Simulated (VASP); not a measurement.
Set up this calculation in VASP 6.6.1, as the native input.

```
Task                    : density of states
Functional              : PBE
Potentials or basis     : VASP PAW PBE potentials, release 64 (Mo_sv, S)
Cutoff                  : 520 eV
k mesh                  : 13 × 13 × 13
Occupations             : fermi-dirac, width 0.05 eV
Spin                    : no spin polarisation
Dipole correction       : no
k mesh for the DOS      : 20 × 20 × 20
Occupations for the DOS : tetrahedron
Further INCAR settings  : ALGO = Normal; EDIFF = 1e-06; NBANDS = 20
```

The system is MoS2.

```xyz
3
Lattice="1.5815 0.9131 6.1233 -1.5815 0.9131 6.1233 0.0000 -1.8262 6.1233" Properties=species:S:1:pos:R:3 pbc="T T T"
Mo    0.0000    0.0000    0.0000
S     0.0000    0.0000   13.7481
S     0.0000    0.0000   10.7446
```

One way to write it, as run:

POSCAR

```
MoS2
1.0
    1.5815003568      0.9130796567      6.1233300000
   -1.5815003568      0.9130796567      6.1233300000
    0.0000000000     -1.8261593134      6.1233300000
Mo S
1 2
Direct
    0.0000000000      0.0000000000      0.0000000000
    0.7484000000      0.7484000000      0.7484000000
    0.5849000000      0.5849000000      0.5849000000
```

INCAR.step1

```
  PREC = Accurate
  ENCUT = 520
  EDIFF = 1E-6
  ISMEAR = -1
  SIGMA = 0.05
  LREAL = False
  LASPH = True
  NELM = 60
  ALGO = Normal
  ISIF = 2
  LWAVE = False
  LCHARG = True
  LMAXMIX = 4
  GGA = PE
  NBANDS = 20
```

KPOINTS.step1

```
Automatic mesh
0
Gamma
  13 13 13
```

INCAR.step2

```
  PREC = Accurate
  ENCUT = 520
  EDIFF = 1E-6
  ISMEAR = -5
  SIGMA = 0.05
  LREAL = False
  LASPH = True
  NELM = 60
  ALGO = Normal
  ISIF = 2
  LWAVE = False
  LCHARG = False
  LMAXMIX = 4
  GGA = PE
  LORBIT = 10
  NBANDS = 20
  NEDOS = 2001
  ICHARG = 11
```

KPOINTS.step2

```
Automatic mesh
0
Gamma
  20 20 20
```

Potentials or basis: VASP PAW PBE potentials, release 64 (Mo_sv, S).

Command:

```console
$ cat potpaw_PBE.64/Mo_sv/POTCAR potpaw_PBE.64/S/POTCAR > POTCAR
$ cp INCAR.step1 INCAR
$ cp KPOINTS.step1 KPOINTS
$ mpirun -np 1 vasp_std > vasp.out
$ cp INCAR.step2 INCAR
$ cp KPOINTS.step2 KPOINTS
$ mpirun -np 1 vasp_std > vasp.out
```

It gave:

| Quantity | Value |
| --- | --- |
| Valence electrons inside the program's atomic spheres | Mo 12.58; S 3.73 |

Wall time 24 min on 1 thread of Intel Xeon 6975P-C (shared host), peak memory 0.9 GiB.
